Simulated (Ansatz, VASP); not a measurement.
# Two plane-wave programs on SiO2

INCAR

```
SYSTEM = SiO2
PREC     = Accurate       ! precision mode
ENCUT    = 520            ! plane-wave cutoff, eV
EDIFF    = 1E-6           ! SCF threshold, eV
ISMEAR   = 0              ! smearing method
SIGMA    = 0.05           ! smearing width, eV
LREAL    = .False.        ! projectors in reciprocal space
LASPH    = .True.         ! aspherical terms in the spheres
NELM     = 80             ! most SCF steps
ALGO     = Normal         ! electronic algorithm
ISIF     = 2              ! what is computed and relaxed
LWAVE    = .False.        ! write WAVECAR
LCHARG   = .False.        ! write CHGCAR
GGA      = CA             ! functional
NBANDS   = 25             ! bands
```

KPOINTS

```
regular mesh
0
Gamma
  8 8 8
  0 0 0
```

The input POSCAR:

```
SiO2
1.0
   -2.3854953930      2.3854953930      3.8827022964
    2.3854953930     -2.3854953930      3.8827022964
    2.3854953930      2.3854953930     -3.8827022964
Si O
2 4
Direct
    0.0000000000      0.0000000000      0.0000000000
    0.7500000000      0.2500000000      0.5000000000
    0.9742769968      0.6250000000      0.8492769968
    0.3750000000      0.2242769968      0.3492769968
    0.7757230032      0.1250000000      0.1507230032
    0.8750000000      0.0257230032      0.6507230032
```

Input for Ansatz:

```yaml
crystal:
  lattice:
    - [-2.385495393, 2.385495393, 3.8827022964]
    - [2.385495393, -2.385495393, 3.8827022964]
    - [2.385495393, 2.385495393, -3.8827022964]
  atoms:
    - { symbol: Si, position: [0.0, 0.0, 0.0] }
    - { symbol: Si, position: [0.75, 0.25, 0.5] }
    - { symbol: O, position: [0.9742769968, 0.625, 0.8492769968] }
    - { symbol: O, position: [0.375, 0.2242769968, 0.3492769968] }
    - { symbol: O, position: [0.7757230032, 0.125, 0.1507230032] }
    - { symbol: O, position: [0.875, 0.0257230032, 0.6507230032] }
basis:
  ecutwfc: 420
kpoints:
  mp_grid: { grid: [8, 8, 8] }
hamiltonian:
  xc: lda
scf:
  occupations: { method: gaussian, width: 0.05 }
output:
  forces: true
  stress: true
  eigenvalues: true
```

Alike in both runs: task single point; functional LDA; k mesh 8 × 8 × 8; occupations gaussian, width 0.05 eV; no spin polarisation.

|  | VASP | Ansatz |
| --- | --- | --- |
| version | VASP 6.6.1 | Ansatz 0.2.0 |
| potentials or method | VASP PAW LDA potentials, release 64 (Si, O), cutoff 520 eV | scalar-relativistic, plane waves, PAW |
| valence electrons in the cell | 32 | 32 |

|  | VASP | Ansatz | Ansatz less VASP |
| --- | --- | --- | --- |
| gap on the k mesh at the Fermi level (eV) | 5.60 | 5.60 | 0.000 |
| least direct gap on the mesh (eV) | 5.60 | 5.60 | 0.000 |
| pressure (GPa) | -0.1 | -0.6 | -0.55 |
| traceless stress, the component that is largest in VASP (GPa) | -3.92 | -4.02 | -0.103 |
| rms of the force components (eV/Å) | 0.056 | 0.043 | -0.0130 |

LDA's correlation is that of Perdew and Zunger in VASP and of Perdew and Wang (1992) in Ansatz. Atom by atom the forces differ by 0.013 eV/Å (rms over components).
